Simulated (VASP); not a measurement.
# CaO (Fm-3m) in VASP: single point with LDA

Aim: the single point of CaO with LDA.

Everything below comes from runs of VASP 6.6.1. Logs are shortened: lines on timing, memory, paths and dates and some standing lists are left out, and cuts for length are marked.

## 1. The cell of the first run

The structure is cubic, space group Fm-3m (No. 225). Conventional cell: a = 4.813 Å, b = 4.813 Å, c = 4.813 Å, α = 90.00°, β = 90.00°, γ = 90.00°. Within 3.2 Å of Ca (site symmetry m-3m) lie 6 O at 2.41 Å. O (site symmetry m-3m) has 6 Ca at 2.41 Å within 3.2 Å.

## 2. Single point, LDA

The input, INCAR:

```
SYSTEM = CaO
  PREC = Accurate
  ENCUT = 520
  EDIFF = 1E-7
  ISMEAR = 0
  SIGMA = 0.01
  LREAL = .FALSE.
  LASPH = .TRUE.
  NELM = 100
  ALGO = Normal
  ISIF = 2
  LWAVE = .FALSE.
  LCHARG = .FALSE.
  NBANDS = 15
```

The input, KPOINTS:

```
regular mesh
0
G
  8 8 8
  0 0 0
```

The input, POSCAR:

```
CaO
1.0
    0.0000000000      2.4065000000      2.4065000000
    2.4065000000      0.0000000000      2.4065000000
    2.4065000000      2.4065000000      0.0000000000
Ca O
1 1
Direct
    0.0000000000      0.0000000000      0.0000000000
    0.5000000000      0.5000000000      0.5000000000
```

Potentials or basis: VASP PAW LDA potentials, release 64 (Ca_sv, O).

Started as:

```bash
$ cat potpaw_LDA.64/Ca_sv/POTCAR potpaw_LDA.64/O/POTCAR > POTCAR
$ mpirun -np 1 vasp_std > vasp.out
```

OUTCAR:

```text
SYSTEM = CaO
   PREC = Accurate
   ENCUT = 520
   EDIFF = 1E-7
   ISMEAR = 0
   LREAL = .FALSE.
   LASPH = .TRUE.
   NELM = 100
   ISIF = 2

 ion  position               nearest neighbor table
   1  0.000  0.000  0.000-   2 2.41   2 2.41   2 2.41   2 2.41   2 2.41   2 2.41
   2  0.500  0.500  0.500-   1 2.41   1 2.41   1 2.41   1 2.41   1 2.41   1 2.41

  LATTYP: Found a face centered cubic cell.
 ALAT       =     4.8130000000

  Lattice vectors:

 A1 = (   0.0000000000,   2.4065000000,   2.4065000000)
 A2 = (   2.4065000000,   0.0000000000,   2.4065000000)
 A3 = (   2.4065000000,   2.4065000000,   0.0000000000)

Analysis of symmetry for initial positions (statically):
=====================================================================
 Subroutine PRICEL returns:
 Original cell was already a primitive cell.

 Routine SETGRP: Setting up the symmetry group for a
 face centered cubic supercell.

 Subroutine GETGRP returns: Found 48 space group operations
 (whereof 48 operations were pure point group operations)
 out of a pool of 48 trial point group operations.

The static configuration has the point symmetry O_h .

Analysis of symmetry for dynamics (positions and initial velocities):
=====================================================================
 Subroutine PRICEL returns:
 Original cell was already a primitive cell.

 Routine SETGRP: Setting up the symmetry group for a
 face centered cubic supercell.

 Subroutine GETGRP returns: Found 48 space group operations
 (whereof 48 operations were pure point group operations)
 out of a pool of 48 trial point group operations.

The dynamic configuration has the point symmetry O_h .

 Subroutine INISYM returns: Found 48 space group operations
 (whereof 48 operations are pure point group operations),
 and found     1 'primitive' translations

----------------------------------------------------------------------------------------

                                     Primitive cell

  volume of cell :      27.8732

  direct lattice vectors                    reciprocal lattice vectors
     0.000000000  2.406500000  2.406500000    -0.207770621  0.207770621  0.207770621
     2.406500000  0.000000000  2.406500000     0.207770621 -0.207770621  0.207770621
     2.406500000  2.406500000  0.000000000     0.207770621  0.207770621 -0.207770621

  length of vectors
     3.403304938  3.403304938  3.403304938     0.359869272  0.359869272  0.359869272

  position of ions in fractional coordinates (direct lattice)
     0.000000000  0.000000000  0.000000000
     0.500000000  0.500000000  0.500000000

  ion indices of the primitive-cell ions
   primitive index   ion index
                 1           1
                 2           2

----------------------------------------------------------------------------------------

 KPOINTS: regular mesh

Automatic generation of k-mesh.
 Grid dimensions read from file:
 generate k-points for:    8    8    8

 Generating k-lattice:

  Cartesian coordinates                     Fractional coordinates (reciprocal lattice)
    -0.025971328  0.025971328  0.025971328     0.125000000  0.000000000  0.000000000
     0.025971328 -0.025971328  0.025971328     0.000000000  0.125000000  0.000000000
     0.025971328  0.025971328 -0.025971328     0.000000000  0.000000000  0.125000000

  Length of vectors
     0.044983659  0.044983659  0.044983659

  Shift w.r.t. Gamma in fractional coordinates (k-lattice)
     0.000000000  0.000000000  0.000000000

 Subroutine IBZKPT returns following result:
 ===========================================

 Found     29 irreducible k-points:

 Following reciprocal coordinates:
            Coordinates               Weight
  0.000000  0.000000  0.000000      1.000000
  0.125000  0.000000  0.000000      8.000000
  0.250000  0.000000  0.000000      8.000000
  0.375000  0.000000  0.000000      8.000000
  0.500000  0.000000  0.000000      4.000000
  0.125000  0.125000  0.000000      6.000000
[... 16 lines left out ...]
  0.500000  0.250000  0.125000     48.000000
 -0.375000  0.250000  0.125000     24.000000
 [... further k-points ...]
   k-points           NKPTS =     29   k-points in BZ     NKDIM =     29   number of bands    NBANDS=     15
   number of dos      NEDOS =    301   number of ions     NIONS =      2
   total plane-waves  NPLWV =  21952
   dimension x,y,z NGX =    28 NGY =   28 NGZ =   28
   dimension x,y,z NGXF=    56 NGYF=   56 NGZF=   56
   ions per type =               1   1
   NGX,Y,Z   is equivalent  to a cutoff of  13.68, 13.68, 13.68 a.u.
   NGXF,Y,Z  is equivalent  to a cutoff of  27.36, 27.36, 27.36 a.u.
 SYSTEM =  CaO
   PREC   = accura    normal or accurate (medium, high low for compatibility)
   ISTART =      0    job   : 0-new  1-cont  2-samecut
   ICHARG =      2    charge: 1-file 2-atom 10-const
   ISPIN  =      1    spin polarized calculation?
   LNONCOLLINEAR =      F non collinear calculations
   LSORBIT =      F    spin-orbit coupling
   LASPH  =      T    aspherical Exc in radial PAW
   ENCUT  =  520.0 eV  38.22 Ry    6.18 a.u.   6.33  6.33  6.33*2*pi/ulx,y,z
   NELM   =    100;   NELMIN=  2; NELMDL= -5     # of ELM steps
   EDIFF  = 0.1E-06   stopping-criterion for ELM
   LREAL  =      F    real-space projection
   EDIFFG = 0.1E-05   stopping-criterion for IOM
   NSW    =      0    number of steps for IOM
   IBRION =     -1    ionic relax: 0-MD 1-quasi-New 2-CG
   NFREE  =      0    steps in history (QN), initial steepest desc. (CG)
   ISIF   =      2    stress and relaxation
   ISYM   =      2    0-nonsym 1-usesym 2-fastsym
   POTIM  = 0.5000    time-step for ionic-motion
   TEBEG  =    0.0;   TEEND  =   0.0 temperature during run
   PSTRESS=    0.0 pullay stress
   NELECT =      16.0000    total number of electrons
   NUPDOWN=      -1.0000    fix difference up-down
   EMIN   =  10.00;   EMAX   =-10.00  energy-range for DOS
   EFERMI =   0.00;   METHOD = LEGACY
   ISMEAR =     0;   SIGMA  =   0.01  broadening in eV -4-tet -1-fermi 0-gaus
   EFERMI_NEDOS =   21; number of points for ismear=-14 and -15
   IALGO  =     38    algorithm
   IMIX   =      4    mixing-type and parameters
     AMIX     =   0.40;   BMIX     =  1.00
     AMIX_MAG =   1.60;   BMIX_MAG =  1.00
  volume/ion in A,a.u.               =      13.94        94.05
  Fermi-wavevector in a.u.,A,eV,Ry     =   1.360564  2.571093 25.186211  1.851134
  Thomas-Fermi vector in A             =   2.487215
   LORBIT       =      0    0 simple, 1 ext, 2 COOP (PROOUT), +10 PAW based schemes
   GGA     = CA    functional components
   LHFCALC =     F    Hartree Fock is set to
   AEXX    =    0.0000 exact exchange contribution
   IVDW    =     0    specifies the selected vdW correction
   LEPSILON=     F    determine dielectric tensor
   LRPA    =     F    only Hartree local field effects (RPA)
 non-spin polarized calculation
 Gauss-broadening in eV      SIGMA  =   0.01
  energy-cutoff  :      520.00
  volume of cell :       27.87
 maximum number of plane-waves:       763
 NGX is ok and might be reduce to    28
   NGX = 13   NGY = 13   NGZ = 13

 number of electron      15.9999997 magnetization

 Free energy of the ion-electron system (eV)
  ---------------------------------------------------
  ext. energy  EPLUGINS =         0.00000000
  ---------------------------------------------------
  free energy    TOTEN  =       -14.18805493 eV

  energy without entropy =      -14.18805493  energy(sigma->0) =      -14.18805493

 E-fermi :   2.0781     XC(G=0): -11.0094

 val. band max:        1.9900416154   @ k =   0.0000   0.0000   0.0000
 cond. band min:       5.4508192893   @ k =   0.5000   0.5000   0.0000
 fundamental gap:      3.4607776739
 Fermi energy:         2.0781347018

 k-point     1 :       0.0000    0.0000    0.0000
  band No.  band energies     occupation
      1     -35.0865      2.00000
      2     -16.1371      2.00000
      3     -16.1371      2.00000
      4     -16.1371      2.00000
      5     -13.2103      2.00000
      6       1.9900      2.00000
      7       1.9900      2.00000
      8       1.9900      2.00000
      9       6.5200      0.00000
     10       8.0893      0.00000
     11       8.0893      0.00000
     12       8.0893      0.00000
     13       9.6422      0.00000
     14       9.6422      0.00000
     15      16.7783      0.00000

 k-point     2 :       0.1250    0.0000    0.0000
  band No.  band energies     occupation
      1     -35.0706      2.00000
      2     -16.3549      2.00000
      3     -16.1455      2.00000
      4     -16.1455      2.00000
      5     -12.9809      2.00000
      6       1.4389      2.00000
      7       1.7749      2.00000
      8       1.7749      2.00000
      9       7.2077      0.00000
     10       8.0463      0.00000
     11       8.3590      0.00000
     12       8.3590      0.00000
     13      10.0151      0.00000
     14      10.0151      0.00000
     15      17.3915      0.00000

 k-point     3 :       0.2500    0.0000    0.0000
  band No.  band energies     occupation
      1     -35.0319      2.00000
      2     -16.7897      2.00000
      3     -16.1656      2.00000
      4     -16.1656      2.00000
      5     -12.5160      2.00000
      6       0.4162      2.00000
      7       1.3157      2.00000
      8       1.3157      2.00000
      9       8.1031      0.00000
     10       8.6688      0.00000
     11       9.0677      0.00000
     12       9.0677      0.00000
     13      10.9116      0.00000
     14      10.9116      0.00000
     15      17.7667      0.00000

 k-point     4 :       0.3750    0.0000    0.0000
  band No.  band energies     occupation
      1     -34.9929      2.00000
      2     -17.1495      2.00000
      3     -16.1854      2.00000
      4     -16.1854      2.00000
      5     -12.1221      2.00000
      6      -0.4041      2.00000
      7       0.9179      2.00000
      8       0.9179      2.00000
      9       8.5748      0.00000
     10       9.8697      0.00000
     11       9.8905      0.00000
     12       9.8905      0.00000
     13      11.8925      0.00000
     14      11.8925      0.00000
     15      16.6210      0.00000
[... 307 lines left out ...]
 k-point    22 :       0.3750    0.2500    0.1250
  band No.  band energies     occupation
      1     -35.0037      2.00000
      2     -16.8302      2.00000
      3     -16.3040      2.00000
      4     -16.2034      2.00000
      5     -12.4683      2.00000
      6       0.1342      2.00000
      7       1.1972      2.00000
      8       1.4622      2.00000
      9       7.2180      0.00000
     10       8.9383      0.00000
     11       9.7752      0.00000
     12      10.1050      0.00000
     13      10.8965      0.00000
     14      12.0735      0.00000
     15      18.2539      0.00000

 k-point    23 :       0.5000    0.2500    0.1250
  band No.  band energies     occupation
      1     -34.9728      2.00000
      2     -16.9886      2.00000
      3     -16.3722      2.00000
      4     -16.2422      2.00000
      5     -12.3183      2.00000
      6      -0.0519      2.00000
      7       0.9029      2.00000
      8       1.1318      2.00000
      9       7.7288      0.00000
     10       9.3547      0.00000
     11      10.3843      0.00000
     12      10.4848      0.00000
     13      11.8665      0.00000
     14      12.9794      0.00000
     15      16.5320      0.00000

 k-point    24 :      -0.3750    0.2500    0.1250
  band No.  band energies     occupation
      1     -34.9599      2.00000
      2     -17.0526      2.00000
      3     -16.3883      2.00000
      4     -16.2686      2.00000
      5     -12.2608      2.00000
      6      -0.1067      2.00000
      7       0.8435      2.00000
      8       0.9178      2.00000
      9       8.6172      0.00000
     10       8.6838      0.00000
     11      10.6872      0.00000
     12      10.8668      0.00000
     13      12.1696      0.00000
     14      13.7743      0.00000
     15      15.5873      0.00000

 [... further k-points ...]
[... 5 lines left out ...]
  --------------------------------------------------------------------------------------
  -------------------------------------------------------------------------------------
  Total       -1.1556284     -1.1556284     -1.1556284     -0.0000000     -0.0000000      0.0000000
  in kB      -66.4264742    -66.4264742    -66.4264742     -0.0000000     -0.0000000      0.0000000
  external PRESSURE =     -66.4264742 kB  Pullay stress =       0.0000000 kB

 VOLUME and BASIS-vectors are now :
 -----------------------------------------------------------------------------
  energy-cutoff  :      520.00
  volume of cell :       27.87
      direct lattice vectors                 reciprocal lattice vectors
     0.000000000  2.406500000  2.406500000    -0.207770621  0.207770621  0.207770621
     2.406500000  0.000000000  2.406500000     0.207770621 -0.207770621  0.207770621
     2.406500000  2.406500000  0.000000000     0.207770621  0.207770621 -0.207770621

 POSITION                                       TOTAL-FORCE (eV/Angst)
 -----------------------------------------------------------------------------------
      0.00000      0.00000      0.00000        -0.000000     -0.000000     -0.000000
      2.40650      2.40650      2.40650         0.000000      0.000000      0.000000
 -----------------------------------------------------------------------------------
    total drift:                                0.000000      0.000000      0.000000

  FREE ENERGIE OF THE ION-ELECTRON SYSTEM (eV)
  ---------------------------------------------------
  free  energy   TOTEN  =       -14.1880549276 eV

  energy  without entropy=      -14.1880549276  energy(sigma->0) =      -14.18805493
```

Wall time 26 s (1 thread of Intel Xeon 8259CL, shared host); peak memory 0.15 GiB.

Results:

| Quantity | Value |
| --- | --- |
| Free energy | -14.1881 eV |
| Pressure | -6.6 GPa |
| Band gap on the k mesh | 3.46 eV (least direct gap 3.84 eV) |

Caveat: the cell stands under tension. A k mesh can miss the band edges.
